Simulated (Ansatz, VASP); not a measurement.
**One calculation of BaS, two programs**

The input INCAR:

```
SYSTEM = BaS
PREC = Accurate
ENCUT = 520
EDIFF = 1E-7
ISMEAR = -1
SIGMA = 0.05
LREAL = .FALSE.
LASPH = .TRUE.
NELM = 80
ALGO = Normal
ISIF = 2
LWAVE = .FALSE.
LCHARG = .FALSE.
NBANDS = 15
```

File KPOINTS:

```
regular mesh
0
G
  12 12 12
  0 0 0
```

File POSCAR:

```
BaS
1.0
    0.0000000000      3.2130451005      3.2130451005
    3.2130451005      0.0000000000      3.2130451005
    3.2130451005      3.2130451005      0.0000000000
Ba S
1 1
Direct
    0.0000000000      0.0000000000      0.0000000000
    0.5000000000      0.5000000000      0.5000000000
```

Input for Ansatz:

```yaml
crystal:
  lattice:
    - [0.0, 3.2130451005, 3.2130451005]
    - [3.2130451005, 0.0, 3.2130451005]
    - [3.2130451005, 3.2130451005, 0.0]
  atoms:
    - { symbol: Ba, position: [0.0, 0.0, 0.0] }
    - { symbol: S, position: [0.5, 0.5, 0.5] }
kpoints:
  mp_grid: { grid: [12, 12, 12] }
  band_path:
    path:
      - [0.0, 0.0, 0.0]
      - [0.5, 0.0, 0.5]
      - [0.625, 0.25, 0.625]
      - [0.375, 0.375, 0.75]
      - [0.0, 0.0, 0.0]
      - [0.5, 0.5, 0.5]
      - [0.5, 0.25, 0.75]
      - [0.5, 0.0, 0.5]
    npoints: 5
scf:
  occupations: { method: fermi_dirac, width: 0.05 }
hamiltonian:
  xc: lda
  pseudopotentials: { kind: all_electron, lapw: { basis_error: 0.001 } }
output:
  forces: true
  stress: true
  eigenvalues: true
```

Alike in both runs: task single point; functional LDA; k mesh 12 × 12 × 12; occupations fermi-dirac, width 0.05 eV; no spin polarisation.

|  | VASP | Ansatz |
| --- | --- | --- |
| version | VASP 6.6.1 | Ansatz 0.2.0 |
| potentials or method | VASP PAW LDA potentials, release 64 (Ba_sv, S), cutoff 520 eV | all-electron LAPW, scalar-relativistic |

|  | VASP | Ansatz | Ansatz less VASP |
| --- | --- | --- | --- |
| gap on the k mesh at the Fermi level (eV) | 1.93 | 2.03 | +0.100 |
| pressure (GPa) | -2.6 | -3.2 | -0.59 |

LDA's correlation is that of Perdew and Zunger in VASP and of Perdew and Wang (1992) in Ansatz. Ansatz ran all-electron here, and VASP with PAW potentials.

Neither program's run includes spin-orbit coupling.
